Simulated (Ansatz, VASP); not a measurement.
**Pt in VASP and in Ansatz**

File INCAR:

```
SYSTEM = Pt
PREC     = Accurate       ! precision mode
ENCUT    = 520            ! plane-wave cutoff, eV
EDIFF    = 1E-6           ! SCF threshold, eV
ISMEAR   = -1             ! smearing method
SIGMA    = 0.1            ! smearing width, eV
LREAL    = .FALSE.        ! projectors in reciprocal space
LASPH    = .TRUE.         ! aspherical terms in the spheres
NELM     = 60             ! most SCF steps
ALGO     = Normal         ! electronic algorithm
ISIF     = 2              ! what is computed and relaxed
LWAVE    = .FALSE.        ! write WAVECAR
LCHARG   = .FALSE.        ! write CHGCAR
GGA      = PE             ! functional
NBANDS   = 17             ! bands
```

KPOINTS

```
Automatic mesh
0
G
  14 14 10
  0 0 0
```

POSCAR

```
Pt
1.0
   -2.1653791115      2.5252898193      1.3578618995
    2.5252898193     -2.1653791115      1.3578618995
    2.6350224296      2.6350224296     -0.6986847790
Pt
2
Direct
    0.0160877053      0.9839122947      0.0000000000
    0.7339122947      0.2660877053      0.5000000000
```

Input for Ansatz:

```yaml
crystal:
  lattice:
    - [-2.1653791115, 2.5252898193, 1.3578618995]
    - [2.5252898193, -2.1653791115, 1.3578618995]
    - [2.6350224296, 2.6350224296, -0.698684779]
  atoms:
    - { symbol: Pt, position: [0.0160877053, 0.9839122947, 0.0] }
    - { symbol: Pt, position: [0.7339122947, 0.2660877053, 0.5] }
hamiltonian:
  xc: pbe
  pseudopotentials:
    kind: paw
    azcp:
      Pt: "pseudopotentials/Pt.paw.azcp"
basis:
  ecutwfc: 420
  fft_grid_basis: typed
kpoints:
  mp_grid: { grid: [14, 14, 10], shift: [0, 0, 0] }
magnetization:
  spin_polarized: false
scf:
  occupations: { method: fermi_dirac, width: 0.1 }
  lower_state_search: "off"
output:
  stress: true
  write_density: true
  write_potential: true
  elf: true
  volumetric_format: npy
```

Alike in both runs: task single point; functional PBE; k mesh 14 × 14 × 10; occupations fermi-dirac, width 0.1 eV; no spin polarisation.

|  | VASP | Ansatz |
| --- | --- | --- |
| version | VASP 6.6.1 | Ansatz 0.2.0 |
| potentials or method | VASP PAW PBE potentials, release 64 (Pt), cutoff 520 eV | plane waves (420 eV) with PAW, scalar-relativistic |
| valence electrons in the cell | 20 | 36 |

VASP gave:

* pressure (GPa): -8.3
* traceless stress, the component that is largest in VASP (GPa): -0.74

Task: Which values does Ansatz return?

Result: Pressure (GPa): -7.8; traceless stress, the component that is largest in VASP (GPa): -0.70.

The functional is the same, so the differences come from potentials, cutoffs and numerics. VASP's potentials hold 20 valence electrons a cell and Ansatz's 36, so a difference there can come from the potentials and not from the codes.

Neither program's run includes spin-orbit coupling.
